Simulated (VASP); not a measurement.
BiRu:

```
Ru Bi
1.0
     0.00000    3.02309    3.02309
     3.02309    0.00000    3.02309
     3.02309    3.02309    0.00000
Ru Bi
1 1
Direct
  0.00000 0.00000 0.00000
  0.25000 0.25000 0.25000
```

Base run:

* Program: VASP 6.6.1
* Functional: r2SCAN
* Potentials or basis: VASP PAW PBE potentials, release 64 (Ru_pv, Bi_d)
* Cutoff: 520 eV
* k mesh: 10 × 10 × 10
* Occupations: gaussian, width 0.05 eV
* Spin: no spin polarisation

Its results: band gap on the k mesh zero (an odd number of electrons rules out a gap without spin polarisation); pressure 0.2 GPa.

Question: The run is repeated on the same cell with these changes: hubbard terms from none to Ru d U = 8.0 eV. What comes out?

Answer: Band gap on the k mesh zero (an odd number of electrons rules out a gap without spin polarisation); pressure 2.1 GPa.

Caveats: the PAW data sets were made with another functional, which shifts forces and pressure a little; spin-orbit coupling is left out, which moves the levels of the heavy elements; U without spin polarisation on a metal has little footing (at least some runs); the U is typed as a test and isn't derived for this compound (at least some runs).
